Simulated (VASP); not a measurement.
Here is a VASP 6.6.1 calculation.

Contents of INCAR:

```
SYSTEM = C18Se
ALGO = Normal ; EDIFF = 1E-6
ENCUT = 520 ; GGA = PE
ISIF = 2 ; ISMEAR = -1
LASPH = .TRUE. ; LCHARG = .FALSE.
LREAL = Auto ; LWAVE = .FALSE.
NBANDS = 54 ; NELM = 80
PREC = Accurate ; SIGMA = 0.02
```

Contents of KPOINTS:

```
k-points
0
G
  2 2 1
  0 0 0
```

Contents of POSCAR:

```
C18Se
1.0
    7.3980000000      0.0000000000      0.0000000000
   -3.6990000000      6.4068560000      0.0000000000
    0.0000000000      0.0000000000     12.0000000000
C Se
18 1
Direct
   -0.0023037153     -0.0015182174      0.0794860833
    0.2201220129      0.1098501355      0.0798141667
   -0.0013926448      0.3311349592      0.0769734167
    0.2167536154      0.4382577039      0.0831079167
   -0.0042602738      0.6630812367      0.0833821667
    0.2190682036      0.7769790674      0.0968607500
    0.3329971455      0.0002943722      0.0836430000
    0.5519749017      0.1094913012      0.0775499167
    0.3302897301      0.3298903550      0.0791149167
    0.5532809737      0.4428996063      0.0785190833
    0.3328969548      0.6633005331      0.1006629167
    0.5578648603      0.7793725971      0.0828935000
    0.6649482897     -0.0025486760      0.0770005000
    0.8873580846      0.1088794566      0.0757247500
    0.6639004767      0.3322216076      0.0756850000
    0.8865761372      0.4441095601      0.0773103333
    0.6662336335      0.6658506138      0.0788839167
    0.8863242510      0.7760402294      0.0795892500
    0.3021810017      0.6880454313      0.2737978333
```

Potentials or basis: VASP PAW PBE potentials, release 64 (C, Se).

Launch:

```sh
$ cat potpaw_PBE.64/C/POTCAR potpaw_PBE.64/Se/POTCAR > POTCAR
$ mpirun -np 1 vasp_std > vasp.out
```

Q: What does it give for the largest force?

A: 0.360 eV/Å.

Q: What does it give for the band gap on the k mesh?

A: 0.25 eV, direct.

Forces on the atoms (eV/Å):
```
C    0.017 -0.012  0.005
C    0.020 -0.012  0.015
C    0.020  0.001 -0.039
C    0.003 -0.016 -0.069
C    0.018 -0.025  0.043
C    0.022 -0.024  0.136
C    0.022 -0.003  0.048
C    0.002 -0.005 -0.004
C    0.009 -0.010 -0.020
C    0.009 -0.018  0.009
C    0.042 -0.036  0.004
C    0.010 -0.011 -0.034
C    0.018 -0.008 -0.024
C    0.015 -0.017 -0.033
C    0.013 -0.009 -0.008
C    0.011 -0.003 -0.004
C    0.015 -0.007 -0.014
C    0.014 -0.011  0.009
Se  -0.279  0.226 -0.021
```

Caveat: the k points lie up to 0.49 Å⁻¹ apart.
